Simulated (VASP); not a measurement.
Runs of VASP 6.6.1 on FeO. The structure is that of space group Fm-3m (No. 225), or close to it. The cells are those of the table. 

```csv
level,potentials or basis,U,cell,cutoff (eV),k mesh for the DOS,occupations for the DOS,gap on the mesh (eV),pressure (GPa),moment (μB)
LDA+U,"VASP PAW LDA potentials, release 64 (Fe, O)",Fe d U = 5.0 eV,"a = 3.066 Å, angles 59.3°, 2 atoms",520,17 × 17 × 17,tetrahedron,-,-,4.00
PBE,"VASP PAW PBE potentials, release 64 (Fe, O)",-,"a = 3.025 Å, angles 59.3°, 2 atoms",520,-,-,none,7.7,4.00
PBE,"VASP PAW PBE potentials, release 64 (Fe, O)",-,"a = 3.106 Å, angles 59.3°, 2 atoms",520,-,-,none,-7.1,4.00
PBE,"VASP PAW PBE potentials, release 64 (Fe_sv, O)",-,"a = 3.066 Å, angles 59.3°, 2 atoms",600,-,-,none,(b),4.00
LDA+U,"VASP PAW LDA potentials, release 64 (Fe_sv, O)",Fe d U = 1.0 eV,"a = 3.066 Å, angles 59.3°, 2 atoms",600,-,-,none,(a),4.00
LDA+U,"VASP PAW LDA potentials, release 64 (Fe, O)",Fe d U = 6.0 eV,"a = 3.066 Å, angles 59.3°, 2 atoms",520,17 × 17 × 17,tetrahedron,-,-,4.00
LDA+U,"VASP PAW LDA potentials, release 64 (Fe, O)",Fe d U = 4.0 eV,"a = 3.066 Å, angles 59.3°, 2 atoms",520,17 × 17 × 17,tetrahedron,-,-,4.00
LDA,"VASP PAW LDA potentials, release 64 (Fe_sv, O)",-,"a = 3.066 Å, angles 59.3°, 2 atoms",520,17 × 17 × 17,tetrahedron,-,-,3.99
```

Alike in all rows: task single point; spin collinear, ferromagnetic start; k mesh 11 × 11 × 11; smearing fermi-dirac 0.05 eV.

Task: Estimate the missing entries.

Result: (a) -17.8; (b) -3.0.

Caveats: a cell with one magnetic atom can't hold antiferromagnetic order, which such compounds often take; tetrahedron occupations give inexact forces and stress in metals (at least some runs); semilocal functionals often make such compounds metallic where correlation or magnetic order opens a gap, which also shifts bond lengths (at least some runs); the cell stands under tension (at least some runs); the cell stands under pressure (at least some runs).

A gap of «none» marks levels without a gap at the run's occupations.

The runs don't all hold the same shells in valence.
